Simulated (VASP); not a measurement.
ZnPt3, 4 atoms in the cell. It takes space group P4/mmm (No. 123, tetragonal). The conventional cell has a = 3.905 Å, b = 3.905 Å, c = 4.119 Å, α = 90.00°, β = 90.00°, γ = 90.00°. Within 3.6 Å of Zn (site symmetry 4/mmm) lie 12 Pt at 2.76 to 2.84 Å. Pt (site symmetry mmm) has 8 Pt at 2.76 to 2.84 Å and 4 Zn at 2.84 Å within 3.6 Å. Pt (site symmetry 4/mmm) has 4 Zn at 2.76 Å and 8 Pt at 2.84 Å within 3.6 Å. 

* Program: VASP 6.6.1
* Task: single point
* Functional: PBEsol
* Potentials or basis: VASP PAW PBE potentials, release 64 (Zn, Pt)
* Cutoff: 520 eV
* k mesh: 12 × 12 × 12
* Occupations: gaussian, width 0.15 eV
* Spin: no spin polarisation
* Dipole correction: no
* Further INCAR settings: ALGO = Fast; EDIFF = 1e-07; NBANDS = 29

Potentials or basis: VASP PAW PBE potentials, release 64 (Zn, Pt).

The run is started by

```bash
$ cat potpaw_PBE.64/Zn/POTCAR potpaw_PBE.64/Pt/POTCAR > POTCAR
$ mpirun -np 1 vasp_std > vasp.out
```

Hardware: 1 thread of Intel(R) Xeon(R) 6975P-C (Granite Rapids), with other jobs on the host.

**Question.** How long does it take, and how much memory?

**Answer.** It took 2.9 min on 1 thread of Intel(R) Xeon(R) 6975P-C (Granite Rapids), on a shared host, peak memory 0.41 GiB. Counts: scf iterations 15, k points 196.
